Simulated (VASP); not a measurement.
Input of a VASP 6.6.1 run:

INCAR

```
  PREC = Accurate
  ENCUT = 500
  EDIFF = 1E-6
  ISMEAR = -1
  SIGMA = 0.06
  LREAL = F
  LASPH = T
  NELM = 120
  ALGO = Normal
  ISIF = 2
  LWAVE = F
  LCHARG = T
  GGA = PE
  LELF = T
  LVHAR = T
  NBANDS = 12
  GGA_COMPAT = F
```

KPOINTS

```
Automatic mesh
0
Gamma
  4 4 4
```

The input POSCAR:

```
Au
1.0
    0.0000000000      2.0350000000      2.0350000000
    2.0350000000      0.0000000000      2.0350000000
    2.0350000000      2.0350000000      0.0000000000
Au
1
Direct
    0.0000000000      0.0000000000      0.0000000000
```

Potentials or basis: VASP PAW PBE potentials, release 64 (Au).

Command:

```console
$ cat potpaw_PBE.64/Au/POTCAR > POTCAR
$ mpirun -np 1 vasp_std > vasp.out
```

**Question.** Estimate the pressure.

**Answer.** 13.2 GPa.

Caveat: the k points lie up to 0.67 Å⁻¹ apart.
